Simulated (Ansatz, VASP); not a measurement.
Ti in VASP and in Ansatz

Contents of INCAR:

```
PREC     = Accurate       # precision mode
ENCUT    = 400            # plane-wave cutoff, eV
EDIFF    = 1E-8           # SCF threshold, eV
ISMEAR   = -1             # smearing method
SIGMA    = 0.05           # smearing width, eV
LREAL    = False          # projectors in reciprocal space
LASPH    = True           # aspherical terms in the spheres
NELM     = 120            # most SCF steps
ALGO     = Normal         # electronic algorithm
ISIF     = 2              # what is computed and relaxed
LWAVE    = False          # write WAVECAR
LCHARG   = False          # write CHGCAR
GGA      = PE             # functional
LEFG     = True         
NBANDS   = 12             # bands
GGA_COMPAT= False
```

The input KPOINTS:

```
Automatic mesh
0
Gamma
  15 15 15
```

POSCAR

```
Ti
1.0
    0.0000000000      2.0300000000      2.0706000000
    2.0300000000      0.0000000000      2.0706000000
    2.0300000000      2.0300000000      0.0000000000
Ti
1
Direct
    0.0000000000      0.0000000000      0.0000000000
```

Input for Ansatz:

```yaml
crystal:
  lattice:
    - [0.0, 2.03, 2.0706]
    - [2.03, 0.0, 2.0706]
    - [2.03, 2.03, 0.0]
  atoms:
    - { symbol: Ti, position: [0.0, 0.0, 0.0] }
kpoints:
  mp_grid: { grid: [15, 15, 15] }
scf:
  occupations: { method: fermi_dirac, width: 0.05 }
hamiltonian:
  xc: pbe
  pseudopotentials: { kind: paw }
output:
  forces: true
  stress: true
  eigenvalues: true
  efg: { contact_densities: true }
```

Change from the starting cell: zz strain of +2 %, PAW files.

Alike in both runs: task electric field gradients; functional PBE; k mesh 15 × 15 × 15; occupations fermi-dirac, width 0.05 eV; no spin polarisation.

```csv
,VASP,Ansatz
version,VASP 6.6.1,Ansatz 0.2.0
potentials or method,"VASP PAW PBE potentials, release 64 (Ti_sv)","PAW with Ansatz's default frozen-core files, scalar-relativistic"
plane-wave cutoff (eV),400,420
valence electrons in the cell,12,12
```

VASP gave:

```
pressure (GPa)                                                : 1.1
traceless stress, the component that is largest in VASP (GPa) : -0.47
size of Vzz on the site where it differs most (V/Å²)          : 2.0
```

Problem. What did Ansatz give for the same quantities?

Solution. Pressure (GPa): 2.1; traceless stress, the component that is largest in VASP (GPa): -0.46; size of Vzz on the site where it differs most (V/Å²): 2.2.
